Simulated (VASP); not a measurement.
# SrCl2 in VASP: a series of runs

The runs below take SrCl2 through single point, with r2SCAN.

All numbers are computed with VASP 6.6.1; they aren't measurements. Logs are shortened: lines on timing, memory, paths and dates and some standing lists are left out, and cuts for length are marked.

### 1 The cell of the first run

It takes space group I4/mmm (No. 139, tetragonal). The conventional cell has a = 4.947 Å, b = 4.947 Å, c = 7.065 Å, α = 90.00°, β = 90.00°, γ = 90.00°. Within 4.0 Å of Sr (site symmetry 4/mmm) lie 8 Cl at 3.04 Å. Cl (site symmetry -4m2) has 4 Sr at 3.04 Å and 6 Cl at 3.50 to 3.53 Å within 4.0 Å.

### 2 Single point, r2SCAN (uniaxial z strain +1.0%)

File POSCAR:

```
SrCl2
1.0
    0.0000000000      3.4977180853      3.5326952661
    3.4977180853      0.0000000000      3.5326952661
    3.4977180853      3.4977180853      0.0000000000
Sr Cl
1 2
Direct
    0.0000000000      0.0000000000      0.0000000000
    0.2500000000      0.2500000000      0.2500000000
    0.7500000000      0.7500000000      0.7500000000
```

File INCAR.step1:

```
PREC = Accurate
ENCUT = 520
ISMEAR = 0
SIGMA = 0.01
LREAL = F
LASPH = T
NELM = 100
NBANDS = 19
GGA = PE
ALGO = Normal
EDIFF = 1E-4
LWAVE = T
LCHARG = F
```

File INCAR.step2:

```
PREC = Accurate
ENCUT = 520
EDIFF = 1E-6
ISMEAR = 0
SIGMA = 0.01
LREAL = F
LASPH = T
NELM = 100
ALGO = Normal
ISIF = 2
LWAVE = F
LCHARG = F
METAGGA = R2SCAN
LMIXTAU = T
NBANDS = 19
ISTART = 1
```

File KPOINTS:

```
regular mesh
0
Gamma
  6 6 6
```

Potentials or basis: VASP PAW PBE potentials, release 64 (Sr_sv, Cl).

Command:

```console
cat potpaw_PBE.64/Sr_sv/POTCAR potpaw_PBE.64/Cl/POTCAR > POTCAR
cp INCAR.step1 INCAR
mpirun -np 1 vasp_std > vasp.out
cp INCAR.step2 INCAR
mpirun -np 1 vasp_std > vasp.out
```

OUTCAR:

```text
PREC = Accurate
   ENCUT = 520
   EDIFF = 1E-6
   ISMEAR = 0
   LREAL = F
   LASPH = T
   NELM = 100
   ISIF = 2
   METAGGA = R2SCAN
   ISTART = 1

 ion  position               nearest neighbor table
   1  0.000  0.000  0.000-   3 3.04   3 3.04   3 3.04   2 3.04   3 3.04   2 3.04   2 3.04   2 3.04

   2  0.250  0.250  0.250-   1 3.04   1 3.04   1 3.04   1 3.04
   3  0.750  0.750  0.750-   1 3.04   1 3.04   1 3.04   1 3.04

  LATTYP: Found a body centered tetragonal cell.
 ALAT       =     4.9465203536
 C/A-ratio  =     1.4283556980

  Lattice vectors:

 A1 = (  -3.4977180853,   0.0000000000,   3.5326952661)
 A2 = (   3.4977180853,   0.0000000000,   3.5326952661)
 A3 = (   0.0000000000,   3.4977180853,  -3.5326952661)

Analysis of symmetry for initial positions (statically):
=====================================================================
 Subroutine PRICEL returns:
 Original cell was already a primitive cell.

 Routine SETGRP: Setting up the symmetry group for a
 body centered tetragonal supercell.

 Subroutine GETGRP returns: Found 16 space group operations
 (whereof 16 operations were pure point group operations)
 out of a pool of 16 trial point group operations.

The static configuration has the point symmetry D_4h.

Analysis of symmetry for dynamics (positions and initial velocities):
=====================================================================
 Subroutine PRICEL returns:
 Original cell was already a primitive cell.

 Routine SETGRP: Setting up the symmetry group for a
 body centered tetragonal supercell.

 Subroutine GETGRP returns: Found 16 space group operations
 (whereof 16 operations were pure point group operations)
 out of a pool of 16 trial point group operations.

The dynamic configuration has the point symmetry D_4h.

 Subroutine INISYM returns: Found 16 space group operations
 (whereof 16 operations are pure point group operations),
 and found     1 'primitive' translations

----------------------------------------------------------------------------------------

                                     Primitive cell

  volume of cell :      86.4382

  direct lattice vectors                    reciprocal lattice vectors
     0.000000000  3.497718085  3.532695266    -0.142950343  0.142950343  0.141534993
     3.497718085  0.000000000  3.532695266     0.142950343 -0.142950343  0.141534993
     3.497718085  3.497718085  0.000000000     0.142950343  0.142950343 -0.141534993

  length of vectors
     4.971314479  4.971314479  4.946520354     0.246782810  0.246782810  0.246782810

  position of ions in fractional coordinates (direct lattice)
     0.000000000  0.000000000  0.000000000
     0.250000000  0.250000000  0.250000000
     0.750000000  0.750000000  0.750000000

  ion indices of the primitive-cell ions
   primitive index   ion index
                 1           1
                 2           2
                 3           3

----------------------------------------------------------------------------------------

 KPOINTS: regular mesh

Automatic generation of k-mesh.
 Grid dimensions read from file:
 generate k-points for:    6    6    6

 Generating k-lattice:

  Cartesian coordinates                     Fractional coordinates (reciprocal lattice)
    -0.023825057  0.023825057  0.023589166     0.166666667  0.000000000  0.000000000
     0.023825057 -0.023825057  0.023589166     0.000000000  0.166666667  0.000000000
     0.023825057  0.023825057 -0.023589166     0.000000000  0.000000000  0.166666667

  Length of vectors
     0.041130468  0.041130468  0.041130468

  Shift w.r.t. Gamma in fractional coordinates (k-lattice)
     0.000000000  0.000000000  0.000000000

 Subroutine IBZKPT returns following result:
 ===========================================

 Found     30 irreducible k-points:

 Following reciprocal coordinates:
            Coordinates               Weight
  0.000000  0.000000  0.000000      1.000000
  0.166667  0.000000  0.000000      8.000000
  0.333333  0.000000  0.000000      8.000000
  0.500000  0.000000  0.000000      4.000000
  0.166667  0.166667  0.000000      2.000000
  0.333333  0.166667  0.000000      8.000000
[... 16 lines left out ...]
  0.333333  0.000000  0.333333      4.000000
  0.500000  0.000000  0.333333     16.000000
 [... further k-points ...]
   k-points           NKPTS =     30   k-points in BZ     NKDIM =     30   number of bands    NBANDS=     19
   number of dos      NEDOS =    301   number of ions     NIONS =      3
   total plane-waves  NPLWV =  64000
   dimension x,y,z NGX =    40 NGY =   40 NGZ =   40
   dimension x,y,z NGXF=    80 NGYF=   80 NGZF=   80
   ions per type =               1   2
   NGX,Y,Z   is equivalent  to a cutoff of  13.38, 13.38, 13.44 a.u.
   NGXF,Y,Z  is equivalent  to a cutoff of  26.75, 26.75, 26.89 a.u.
 SYSTEM =  unknown system
   PREC   = accura    normal or accurate (medium, high low for compatibility)
   ISTART =      1    job   : 0-new  1-cont  2-samecut
   ICHARG =      0    charge: 1-file 2-atom 10-const
   ISPIN  =      1    spin polarized calculation?
   LNONCOLLINEAR =      F non collinear calculations
   LSORBIT =      F    spin-orbit coupling
   LASPH  =      T    aspherical Exc in radial PAW
   ENCUT  =  520.0 eV  38.22 Ry    6.18 a.u.   9.24  9.24  9.20*2*pi/ulx,y,z
   NELM   =    100;   NELMIN=  2; NELMDL=  0     # of ELM steps
   EDIFF  = 0.1E-05   stopping-criterion for ELM
   LREAL  =      F    real-space projection
   EDIFFG = 0.1E-04   stopping-criterion for IOM
   NSW    =      0    number of steps for IOM
   IBRION =     -1    ionic relax: 0-MD 1-quasi-New 2-CG
   NFREE  =      0    steps in history (QN), initial steepest desc. (CG)
   ISIF   =      2    stress and relaxation
   ISYM   =      2    0-nonsym 1-usesym 2-fastsym
   POTIM  = 0.5000    time-step for ionic-motion
   TEBEG  =    0.0;   TEEND  =   0.0 temperature during run
   PSTRESS=    0.0 pullay stress
   NELECT =      24.0000    total number of electrons
   NUPDOWN=      -1.0000    fix difference up-down
   EMIN   =  10.00;   EMAX   =-10.00  energy-range for DOS
   EFERMI =   0.00;   METHOD = LEGACY
   ISMEAR =     0;   SIGMA  =   0.01  broadening in eV -4-tet -1-fermi 0-gaus
   EFERMI_NEDOS =   21; number of points for ismear=-14 and -15
   IALGO  =     38    algorithm
   IMIX   =      4    mixing-type and parameters
     AMIX     =   0.40;   BMIX     =  1.00
     AMIX_MAG =   1.60;   BMIX_MAG =  1.00
  volume/ion in A,a.u.               =      28.81       194.44
  Fermi-wavevector in a.u.,A,eV,Ry     =   1.068013  2.018252 15.519518  1.140652
  Thomas-Fermi vector in A             =   2.203648
   LORBIT       =      0    0 simple, 1 ext, 2 COOP (PROOUT), +10 PAW based schemes
   METAGGA = R2SCAN    functional components
   LHFCALC =     F    Hartree Fock is set to
   AEXX    =    0.0000 exact exchange contribution
   IVDW    =     0    specifies the selected vdW correction
   LEPSILON=     F    determine dielectric tensor
   LRPA    =     F    only Hartree local field effects (RPA)
 non-spin polarized calculation
 Gauss-broadening in eV      SIGMA  =   0.01
  energy-cutoff  :      520.00
  volume of cell :       86.44
 maximum number of plane-waves:      2338
 NGX is ok and might be reduce to    40
   NGX = 19   NGY = 19   NGZ = 19

 number of electron      24.0000001 magnetization

 Free energy of the ion-electron system (eV)
  ---------------------------------------------------
  ext. energy  EPLUGINS =         0.00000000
  ---------------------------------------------------
  free energy    TOTEN  =       -35.69563086 eV

  energy without entropy =      -35.69563086  energy(sigma->0) =      -35.69563086

 E-fermi :  -0.1674     XC(G=0):  -8.6844

 val. band max:       -0.3168194428   @ k =   0.5000   0.0000   0.5000
 cond. band min:       5.5580558373   @ k =   0.0000   0.0000   0.0000
 fundamental gap:      5.8748752801
 Fermi energy:        -0.1674041081

 k-point     1 :       0.0000    0.0000    0.0000
  band No.  band energies     occupation
      1     -34.3485      2.00000
      2     -15.7118      2.00000
      3     -15.7118      2.00000
      4     -15.7086      2.00000
      5     -14.1690      2.00000
      6     -13.3305      2.00000
[... 11 lines left out ...]
     18       9.2699      0.00000
     19       9.6232      0.00000

 k-point     2 :       0.1667    0.0000    0.0000
  band No.  band energies     occupation
      1     -34.3478      2.00000
      2     -15.7969      2.00000
      3     -15.7149      2.00000
      4     -15.7129      2.00000
      5     -14.0215      2.00000
      6     -13.3864      2.00000
[... 11 lines left out ...]
     18       9.0265      0.00000
     19      10.0917      0.00000

 k-point     3 :       0.3333    0.0000    0.0000
  band No.  band energies     occupation
      1     -34.3463      2.00000
      2     -15.9329      2.00000
      3     -15.7209      2.00000
      4     -15.7194      2.00000
      5     -13.8090      2.00000
      6     -13.4437      2.00000
[... 11 lines left out ...]
     18       8.8900      0.00000
     19       9.3355      0.00000

 k-point     4 :       0.5000    0.0000    0.0000
  band No.  band energies     occupation
      1     -34.3456      2.00000
      2     -15.9889      2.00000
      3     -15.7239      2.00000
      4     -15.7226      2.00000
      5     -13.7749      2.00000
      6     -13.4080      2.00000
[... 11 lines left out ...]
     18       8.9271      0.00000
     19       9.1920      0.00000

 k-point     5 :       0.1667    0.1667    0.0000
  band No.  band energies     occupation
      1     -34.3476      2.00000
      2     -15.8173      2.00000
      3     -15.7191      2.00000
      4     -15.7191      2.00000
      5     -13.9694      2.00000
      6     -13.4050      2.00000
[... 11 lines left out ...]
     18       9.0253      0.00000
     19       9.2515      0.00000

 k-point     6 :       0.3333    0.1667    0.0000
  band No.  band energies     occupation
      1     -34.3463      2.00000
      2     -15.9166      2.00000
      3     -15.7404      2.00000
      4     -15.7258      2.00000
      5     -13.7612      2.00000
      6     -13.4773      2.00000
[... 11 lines left out ...]
     18       8.8056      0.00000
     19       9.7246      0.00000

 k-point     7 :       0.5000    0.1667    0.0000
  band No.  band energies     occupation
      1     -34.3453      2.00000
      2     -15.9653      2.00000
      3     -15.7783      2.00000
      4     -15.7282      2.00000
      5     -13.6885      2.00000
      6     -13.4496      2.00000
[... 11 lines left out ...]
     18       9.1422      0.00000
     19       9.4296      0.00000

 k-point     8 :      -0.3333    0.1667    0.0000
  band No.  band energies     occupation
      1     -34.3456      2.00000
      2     -15.9422      2.00000
      3     -15.7841      2.00000
      4     -15.7240      2.00000
      5     -13.6927      2.00000
      6     -13.4724      2.00000
[... 256 lines left out ...]
 k-point    20 :      -0.3333    0.3333    0.1667
  band No.  band energies     occupation
      1     -34.3448      2.00000
      2     -15.9281      2.00000
      3     -15.8628      2.00000
      4     -15.7356      2.00000
      5     -13.5805      2.00000
      6     -13.4907      2.00000
[... 11 lines left out ...]
     18       9.5784      0.00000
     19      10.0032      0.00000

 k-point    21 :      -0.1667    0.3333    0.1667
  band No.  band energies     occupation
      1     -34.3453      2.00000
      2     -15.9489      2.00000
      3     -15.7969      2.00000
      4     -15.7318      2.00000
      5     -13.5919      2.00000
      6     -13.5396      2.00000
[... 11 lines left out ...]
     18       9.0597      0.00000
     19      10.0579      0.00000

 k-point    22 :      -0.3333    0.5000    0.1667
  band No.  band energies     occupation
      1     -34.3446      2.00000
      2     -15.9816      2.00000
      3     -15.8251      2.00000
      4     -15.7416      2.00000
      5     -13.5608      2.00000
      6     -13.4797      2.00000
[... 11 lines left out ...]
     18       9.9468      0.00000
     19      10.3234      0.00000

 k-point    23 :       0.3333    0.0000    0.3333
  band No.  band energies     occupation
      1     -34.3455      2.00000
      2     -15.9832      2.00000
      3     -15.7351      2.00000
      4     -15.7306      2.00000
      5     -13.6003      2.00000
      6     -13.5633      2.00000
[... 11 lines left out ...]
     18       8.3202      0.00000
     19       9.9717      0.00000

 k-point    24 :       0.5000    0.0000    0.3333
  band No.  band energies     occupation
      1     -34.3448      2.00000
      2     -16.0025      2.00000
      3     -15.7795      2.00000
      4     -15.7359      2.00000
      5     -13.5984      2.00000
      6     -13.4819      2.00000
[... 11 lines left out ...]
     18       9.2461      0.00000
     19      10.1941      0.00000

 [... further k-points ...]
[... 5 lines left out ...]
  --------------------------------------------------------------------------------------
  -------------------------------------------------------------------------------------
  Total       -0.0916715     -0.0916715     -0.3766056      0.0000000      0.0000000      0.0000000
  in kB       -1.6991799     -1.6991799     -6.9805818      0.0000000      0.0000000      0.0000000
  external PRESSURE =      -3.4596472 kB  Pullay stress =       0.0000000 kB

 VOLUME and BASIS-vectors are now :
 -----------------------------------------------------------------------------
  energy-cutoff  :      520.00
  volume of cell :       86.44
      direct lattice vectors                 reciprocal lattice vectors
     0.000000000  3.497718085  3.532695266    -0.142950343  0.142950343  0.141534993
     3.497718085  0.000000000  3.532695266     0.142950343 -0.142950343  0.141534993
     3.497718085  3.497718085  0.000000000     0.142950343  0.142950343 -0.141534993

 POSITION                                       TOTAL-FORCE (eV/Angst)
 -----------------------------------------------------------------------------------
      0.00000      0.00000      0.00000        -0.000000     -0.000000     -0.000000
      1.74886      1.74886      1.76635         0.000000      0.000000     -0.000000
      5.24658      5.24658      5.29904        -0.000000     -0.000000      0.000000
 -----------------------------------------------------------------------------------
    total drift:                               -0.000000     -0.000000      0.000000

  FREE ENERGIE OF THE ION-ELECTRON SYSTEM (eV)
  ---------------------------------------------------
  free  energy   TOTEN  =       -35.6956308645 eV

  energy  without entropy=      -35.6956308645  energy(sigma->0) =      -35.69563086
```

Wall time 4.9 min (1 thread of Intel Xeon 8259CL, shared host); peak memory 0.28 GiB.

Results:

```yaml
Free_energy: -35.6956 eV
Pressure: -0.3 GPa
Band_gap_on_the_k_mesh: 5.87 eV (least direct gap 5.98 eV)
```

Stress tensor (GPa, compression positive):
```
-0.17  0.00  0.00
 0.00 -0.17  0.00
 0.00  0.00 -0.70
```

Levels at points of the mesh, in eV from the valence-band top:
| k point | band 8 | band 9 | band 10 | band 11 | band 12 | band 13 | band 14 | band 15 | band 16 | band 17 |
| --- | --- | --- | --- | --- | --- | --- | --- | --- | --- | --- |
| (0.00, 0.00, 0.00) | -2.12 | -2.09 | -0.41 | -0.34 | -0.34 | 5.87 | 6.64 | 6.71 | 9.54 | 9.59 |
| (0.50, 0.00, 0.00) | -1.54 | -1.47 | -1.33 | -1.07 | -1.06 | 7.25 | 7.26 | 8.17 | 8.18 | 9.24 |
| (0.50, 0.50, 0.00) | -1.90 | -1.90 | -0.39 | -0.39 | -0.06 | 5.98 | 7.67 | 8.15 | 8.60 | 8.60 |
| (0.50, 0.00, 0.50) | -1.92 | -1.88 | -0.46 | -0.37 | 0.00 | 5.98 | 7.74 | 8.15 | 8.64 | 8.66 |

Caveat: the cell differs from its parent crystal (uniaxial z strain +1.0%); the structure was generated, so it needn't be the stable form of SrCl2; the PAW data sets were made with another functional, which shifts forces and pressure a little.

(Continued in part 2 of 2.)
